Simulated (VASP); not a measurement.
Here is a VASP 6.6.1 calculation.

The input INCAR:

```
ALGO = Normal
EDIFF = 1E-6
ENCUT = 520
GGA = PE
ISIF = 2
ISMEAR = 0
ISPIN = 2
LASPH = T
LCHARG = T
LELF = T
LMAXMIX = 4
LORBIT = 11
LREAL = F
LVHAR = T
LWAVE = F
MAGMOM = 3.05 3.05 3.05 3.05 0.15 0.15
NBANDS = 36
NELM = 150
PREC = Accurate
SIGMA = 0.1
```

KPOINTS

```
k-points
0
Gamma
  4 4 6
```

POSCAR

```
Fe2F
1.0
    4.6263088018      0.0000000000      0.0000000000
    0.0000000000      4.6263088018      0.0000000000
    0.0000000000      0.0000000000      3.7012061869
Fe F
4 2
Direct
    0.3116410034      0.3116410034      0.0000000000
    0.1883589966      0.8116410034      0.5000000000
    0.6883589966      0.6883589966      0.0000000000
    0.8116410034      0.1883589966      0.5000000000
    0.0000000000      0.0000000000      0.0000000000
    0.5000000000      0.5000000000      0.5000000000
```

Potentials or basis: VASP PAW PBE potentials, release 64 (Fe, F).

The run is started by

```sh
$ cat potpaw_PBE.64/Fe/POTCAR potpaw_PBE.64/F/POTCAR > POTCAR
$ mpirun -np 1 vasp_std > vasp.out
```

Estimate the net moment.

12.06 μB per cell.

Estimate the site moments.

Fe +3.02; F +0.09 μB.

What does it give for the pressure?

-0.3 GPa.

Estimate the largest force.

0.022 eV/Å.

Forces on the atoms (eV/Å):
```
Fe   0.015  0.015  0.000
Fe  -0.015  0.015  0.000
Fe  -0.015 -0.015  0.000
Fe   0.015 -0.015  0.000
F    0.000  0.000  0.000
F    0.000  0.000  0.000
```

Caveat: only a ferromagnetic start was run, and an antiferromagnetic order may lie lower in energy.
